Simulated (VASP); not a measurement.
# SiGe (P6_3mc) in VASP: a series of runs, part 2 of 2

VASP 6.6.1. Earlier steps stand in the parts before.

### Step 3. Single point, LDA (atoms shifted along a free coordinate)

File INCAR:

```
PREC     = Accurate       # precision mode
ENCUT    = 520            # plane-wave cutoff, eV
EDIFF    = 1E-7           # SCF threshold, eV
ISMEAR   = 0              # smearing method
SIGMA    = 0.03           # smearing width, eV
LREAL    = False          # projectors in reciprocal space
LASPH    = True           # aspherical terms in the spheres
NELM     = 100            # most SCF steps
ALGO     = Normal         # electronic algorithm
ISIF     = 2              # what is computed and relaxed
LWAVE    = False          # write WAVECAR
LCHARG   = False          # write CHGCAR
NBANDS   = 26             # bands
```

File KPOINTS:

```
Automatic mesh
0
Gamma
  12 12 6
```

File POSCAR:

```
SiGe
1.0
    3.9035908171      0.0000000000      0.0000000000
   -1.9517954085      3.3806088136      0.0000000000
    0.0000000000      0.0000000000      6.4510978499
Si Ge
2 2
Direct
    0.6666666667      0.3333333333      0.8745031008
    0.3333333333      0.6666666667      0.3745031008
    0.6666666667      0.3333333333      0.5083148150
    0.3333333333      0.6666666667      0.0083148150
```

Potentials or basis: VASP PAW LDA potentials, release 64 (Si, Ge_d).

The run is started by

```bash
$ cat potpaw_LDA.64/Si/POTCAR potpaw_LDA.64/Ge_d/POTCAR > POTCAR
$ mpirun -np 1 vasp_std > vasp.out
```

OUTCAR:

```text
PREC = Accurate
   ENCUT = 520
   EDIFF = 1E-7
   ISMEAR = 0
   LREAL = False
   LASPH = True
   NELM = 100
   ISIF = 2

 ion  position               nearest neighbor table
   1  0.667  0.333  0.875-   3 2.36   4 2.41   4 2.41   4 2.41
   2  0.333  0.667  0.375-   4 2.36   3 2.41   3 2.41   3 2.41
   3  0.667  0.333  0.508-   1 2.36   2 2.41   2 2.41   2 2.41
   4  0.333  0.667  0.008-   2 2.36   1 2.41   1 2.41   1 2.41

  LATTYP: Found a hexagonal cell.
 ALAT       =     3.9035908171
 C/A-ratio  =     1.6526060625

  Lattice vectors:

 A1 = (   3.9035908171,   0.0000000000,   0.0000000000)
 A2 = (  -1.9517954085,   3.3806088136,   0.0000000000)
 A3 = (   0.0000000000,   0.0000000000,   6.4510978499)

Analysis of symmetry for initial positions (statically):
=====================================================================
 Subroutine PRICEL returns:
 Original cell was already a primitive cell.

 Routine SETGRP: Setting up the symmetry group for a
 hexagonal supercell.

 Subroutine GETGRP returns: Found 12 space group operations
 (whereof  6 operations were pure point group operations)
 out of a pool of 24 trial point group operations.

The static configuration has the point symmetry C_3v.
 The point group associated with its full space group is C_6v.

Analysis of symmetry for dynamics (positions and initial velocities):
=====================================================================
 Subroutine PRICEL returns:
 Original cell was already a primitive cell.

 Routine SETGRP: Setting up the symmetry group for a
 hexagonal supercell.

 Subroutine GETGRP returns: Found 12 space group operations
 (whereof  6 operations were pure point group operations)
 out of a pool of 24 trial point group operations.

The dynamic configuration has the point symmetry C_3v.
 The point group associated with its full space group is C_6v.

 Subroutine INISYM returns: Found 12 space group operations
 (whereof  6 operations are pure point group operations),
 and found     1 'primitive' translations

----------------------------------------------------------------------------------------

                                     Primitive cell

  volume of cell :      85.1320

  direct lattice vectors                    reciprocal lattice vectors
     3.903590817  0.000000000  0.000000000     0.256174391  0.147902354  0.000000000
    -1.951795408  3.380608814  0.000000000     0.000000000  0.295804707  0.000000000
     0.000000000  0.000000000  6.451097850     0.000000000  0.000000000  0.155012375

  length of vectors
     3.903590817  3.903590817  6.451097850     0.295804707  0.295804707  0.155012375

  position of ions in fractional coordinates (direct lattice)
     0.666666667  0.333333333  0.874503101
     0.333333333  0.666666667  0.374503101
     0.666666667  0.333333333  0.508314815
     0.333333333  0.666666667  0.008314815

  ion indices of the primitive-cell ions
   primitive index   ion index
                 1           1
                 2           2
                 3           3
                 4           4

----------------------------------------------------------------------------------------

 KPOINTS: Automatic mesh

Automatic generation of k-mesh.
 Grid dimensions read from file:
 generate k-points for:   12   12    6

 Generating k-lattice:

  Cartesian coordinates                     Fractional coordinates (reciprocal lattice)
     0.021347866  0.012325196  0.000000000     0.083333333  0.000000000  0.000000000
     0.000000000  0.024650392  0.000000000     0.000000000  0.083333333  0.000000000
     0.000000000  0.000000000  0.025835396     0.000000000  0.000000000  0.166666667

  Length of vectors
     0.024650392  0.024650392  0.025835396

  Shift w.r.t. Gamma in fractional coordinates (k-lattice)
     0.000000000  0.000000000  0.000000000

 Subroutine IBZKPT returns following result:
 ===========================================

 Found     76 irreducible k-points:

 Following reciprocal coordinates:
            Coordinates               Weight
  0.000000  0.000000  0.000000      1.000000
  0.083333 -0.000000  0.000000      6.000000
  0.166667  0.000000  0.000000      6.000000
  0.250000  0.000000  0.000000      6.000000
  0.333333  0.000000  0.000000      6.000000
  0.416667  0.000000  0.000000      6.000000
[... 16 lines left out ...]
  0.250000  0.000000  0.166667     12.000000
  0.333333  0.000000  0.166667     12.000000
 [... further k-points ...]
   k-points           NKPTS =     76   k-points in BZ     NKDIM =     76   number of bands    NBANDS=     26
   number of dos      NEDOS =    301   number of ions     NIONS =      4
   total plane-waves  NPLWV =  43200
   dimension x,y,z NGX =    30 NGY =   30 NGZ =   48
   dimension x,y,z NGXF=    60 NGYF=   60 NGZF=   96
   ions per type =               2   2
   NGX,Y,Z   is equivalent  to a cutoff of  12.78, 12.78, 12.37 a.u.
   NGXF,Y,Z  is equivalent  to a cutoff of  25.55, 25.55, 24.74 a.u.
 SYSTEM =  unknown system
   PREC   = accura    normal or accurate (medium, high low for compatibility)
   ISTART =      0    job   : 0-new  1-cont  2-samecut
   ICHARG =      2    charge: 1-file 2-atom 10-const
   ISPIN  =      1    spin polarized calculation?
   LNONCOLLINEAR =      F non collinear calculations
   LSORBIT =      F    spin-orbit coupling
   LASPH  =      T    aspherical Exc in radial PAW
   ENCUT  =  520.0 eV  38.22 Ry    6.18 a.u.   7.26  7.26 11.99*2*pi/ulx,y,z
   NELM   =    100;   NELMIN=  2; NELMDL= -5     # of ELM steps
   EDIFF  = 0.1E-06   stopping-criterion for ELM
   LREAL  =      F    real-space projection
   EDIFFG = 0.1E-05   stopping-criterion for IOM
   NSW    =      0    number of steps for IOM
   IBRION =     -1    ionic relax: 0-MD 1-quasi-New 2-CG
   NFREE  =      0    steps in history (QN), initial steepest desc. (CG)
   ISIF   =      2    stress and relaxation
   ISYM   =      2    0-nonsym 1-usesym 2-fastsym
   POTIM  = 0.5000    time-step for ionic-motion
   TEBEG  =    0.0;   TEEND  =   0.0 temperature during run
   PSTRESS=    0.0 pullay stress
   NELECT =      36.0000    total number of electrons
   NUPDOWN=      -1.0000    fix difference up-down
   EMIN   =  10.00;   EMAX   =-10.00  energy-range for DOS
   EFERMI =   0.00;   METHOD = LEGACY
   ISMEAR =     0;   SIGMA  =   0.03  broadening in eV -4-tet -1-fermi 0-gaus
   EFERMI_NEDOS =   21; number of points for ismear=-14 and -15
   IALGO  =     38    algorithm
   IMIX   =      4    mixing-type and parameters
     AMIX     =   0.40;   BMIX     =  1.00
     AMIX_MAG =   1.60;   BMIX_MAG =  1.00
  volume/ion in A,a.u.               =      21.28       143.62
  Fermi-wavevector in a.u.,A,eV,Ry     =   1.228791  2.322078 20.543811  1.509928
  Thomas-Fermi vector in A             =   2.363703
   LORBIT       =      0    0 simple, 1 ext, 2 COOP (PROOUT), +10 PAW based schemes
   GGA     = CA    functional components
   LHFCALC =     F    Hartree Fock is set to
   AEXX    =    0.0000 exact exchange contribution
   IVDW    =     0    specifies the selected vdW correction
   LEPSILON=     F    determine dielectric tensor
   LRPA    =     F    only Hartree local field effects (RPA)
 non-spin polarized calculation
 Gauss-broadening in eV      SIGMA  =   0.03
  energy-cutoff  :      520.00
  volume of cell :       85.13
 maximum number of plane-waves:      2316
 NGX is ok and might be reduce to    30
   NGX = 15   NGY = 15   NGZ = 23

 number of electron      35.9999981 magnetization

 Free energy of the ion-electron system (eV)
  ---------------------------------------------------
  ext. energy  EPLUGINS =         0.00000000
  ---------------------------------------------------
  free energy    TOTEN  =       -22.17340132 eV

  energy without entropy =      -22.17340131  energy(sigma->0) =      -22.17340132

 E-fermi :   5.6758     XC(G=0):  -9.9784

 val. band max:        5.5889710008   @ k =   0.0000   0.0000   0.0000
 cond. band min:       5.7711259439   @ k =   0.4167   0.0000   0.3333
 fundamental gap:      0.1821549430
 Fermi energy:         5.6758316856

 k-point     1 :       0.0000    0.0000    0.0000
  band No.  band energies     occupation
      1     -19.2541      2.00000
      2     -19.2538      2.00000
      3     -19.2452      2.00000
      4     -19.2452      2.00000
      5     -19.2420      2.00000
      6     -19.2420      2.00000
[... 685 lines left out ...]
     25      12.4628      0.00000
     26      12.8405      0.00000

 [... further k-points ...]

------------------------ aborting loop because EDIFF is reached ----------------------------------------

  FORCE on cell =-STRESS in cart. coord.  units (eV):
  Direction    XX          YY          ZZ          XY          YZ          ZX
  --------------------------------------------------------------------------------------
  -------------------------------------------------------------------------------------
  Total       -1.5490707     -1.5490707     -0.0869678     -0.0000000      0.0000000      0.0000000
  in kB      -29.1533842    -29.1533842     -1.6367274     -0.0000000      0.0000000      0.0000000
  external PRESSURE =     -19.9811652 kB  Pullay stress =       0.0000000 kB

 VOLUME and BASIS-vectors are now :
 -----------------------------------------------------------------------------
  energy-cutoff  :      520.00
  volume of cell :       85.13
      direct lattice vectors                 reciprocal lattice vectors
     3.903590817  0.000000000  0.000000000     0.256174391  0.147902354  0.000000000
    -1.951795408  3.380608814  0.000000000     0.000000000  0.295804707  0.000000000
     0.000000000  0.000000000  6.451097850     0.000000000  0.000000000  0.155012375

 POSITION                                       TOTAL-FORCE (eV/Angst)
 -----------------------------------------------------------------------------------
      1.95180      1.12687      5.64151        -0.000000      0.000000      0.650965
     -0.00000      2.25374      2.41596         0.000000     -0.000000      0.650965
      1.95180      1.12687      3.27919         0.000000     -0.000000     -0.650965
     -0.00000      2.25374      0.05364         0.000000      0.000000     -0.650965
 -----------------------------------------------------------------------------------
    total drift:                                0.000000      0.000000     -0.002757

  FREE ENERGIE OF THE ION-ELECTRON SYSTEM (eV)
  ---------------------------------------------------
  free  energy   TOTEN  =       -22.1734013248 eV

  energy  without entropy=      -22.1734013061  energy(sigma->0) =      -22.17340132
```

It took 2.4 min on 1 thread of AMD EPYC 7R43 (Zen 3), shared host; peak memory 0.22 GiB.

What came out:

```
Free energy            : -22.1734 eV
Pressure               : -2.0 GPa
Largest force          : 0.651 eV/Å
Band gap on the k mesh : 0.18 eV (least direct gap 0.34 eV)
```

Forces on the atoms (eV/Å):
```
Si   0.000  0.000  0.651
Si   0.000  0.000  0.651
Ge   0.000  0.000 -0.651
Ge   0.000  0.000 -0.651
```

Levels at points of the mesh, in eV from the valence-band top:
```tsv
k point	band 14	band 15	band 16	band 17	band 18	band 19	band 20	band 21	band 22	band 23
(0.00, 0.00, 0.00)	-1.67	-1.67	-0.73	0.00	0.00	0.34	1.21	1.83	1.83	2.67
(0.50, 0.00, 0.00)	-6.44	-5.00	-3.30	-3.25	-1.52	0.28	1.84	2.83	2.97	4.20
(0.00, 0.00, 0.50)	-4.88	-1.04	-1.04	-1.04	-1.04	1.14	1.14	2.96	2.96	2.96
(0.50, 0.00, 0.50)	-7.68	-2.84	-2.84	-2.57	-2.57	0.41	0.41	1.75	1.75	5.48
```

Caveat: the cell differs from its parent crystal (atoms shifted along a free coordinate).
